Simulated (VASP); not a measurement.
Here is a VASP 6.6.1 calculation.

File INCAR:

```
PREC = Accurate
ENCUT = 520
EDIFF = 1E-7
ISMEAR = -1
SIGMA = 0.02
LREAL = False
LASPH = True
NELM = 60
ALGO = Normal
ISIF = 2
LWAVE = False
LCHARG = False
GGA = PE
IBRION = 2
NSW = 80
EDIFFG = -0.02
```

KPOINTS

```
Automatic mesh
0
Gamma
  1 1 1
```

File POSCAR:

```
N
1.0
    9.0000000000      0.0000000000      0.0000000000
    0.0000000000      9.5000000000      0.0000000000
    0.0000000000      0.0000000000     10.0000000000
N
2
Direct
    0.5000000000      0.5000000000      0.4445000000
    0.5000000000      0.5000000000      0.5555000000
```

Potentials or basis: VASP PAW PBE potentials, release 64 (N).

Launch:

```bash
$ cat potpaw_PBE.64/N/POTCAR > POTCAR
$ mpirun -np 1 vasp_gam > vasp.out
```

(1) Predict the gap between the frontier levels.

(2) What does it give for the energy gained by relaxing?

Results:

(1) 8.07 eV.

(2) 0.4 meV/atom.

Caveat: the standard files for N, O and F lose accuracy on very short bonds.
